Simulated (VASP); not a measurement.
# AlN: single point with PBE

The system is AlN.

```
Al N
1.0
     1.90411   -1.90352    0.00000
     1.90411    1.90352    0.00000
     0.00000    0.00000    4.35160
Al N
1 1
Direct
  0.50000 0.50000 0.50000
  0.00000 0.00000 0.50000
```

```json
{
 "Program": "VASP 6.6.1",
 "Task": "single point",
 "Functional": "PBE",
 "Potentials or basis": "VASP PAW PBE potentials, release 64 (Al, N)",
 "Cutoff": "600 eV",
 "k mesh": "5 × 5 × 4",
 "Occupations": "gaussian, width 0.15 eV",
 "Spin": "no spin polarisation"
}
```

```yaml
Pressure: -0.2 GPa
Band_gap_on_the_k_mesh: 1.06 eV, indirect (least direct gap 1.69 eV)
```

Stress tensor (GPa, compression positive):
```
-0.51  0.00  0.00
 0.00 -0.45  0.00
 0.00  0.00  0.41
```

Levels at points of the mesh, in eV from the valence-band top:
| k point | band 1 | band 2 | band 3 | band 4 | band 5 | band 6 | band 7 | band 8 | band 9 |
| --- | --- | --- | --- | --- | --- | --- | --- | --- | --- |
| (0.00, 0.00, 0.00) | -15.42 | -3.25 | -0.63 | -0.63 | 1.06 | 8.90 | 8.99 | 9.04 | 18.16 |
| (0.00, 0.00, 0.50) | -15.37 | -4.32 | -0.62 | -0.62 | 4.59 | 5.12 | 9.02 | 13.63 | 13.85 |

Run time: 4.7 s on 1 thread of Intel(R) Xeon(R) 6975P-C (Granite Rapids) (shared host), peak memory 0.14 GiB.

Caveat: the k points lie up to 0.47 Å⁻¹ apart. A k mesh can miss the band edges.
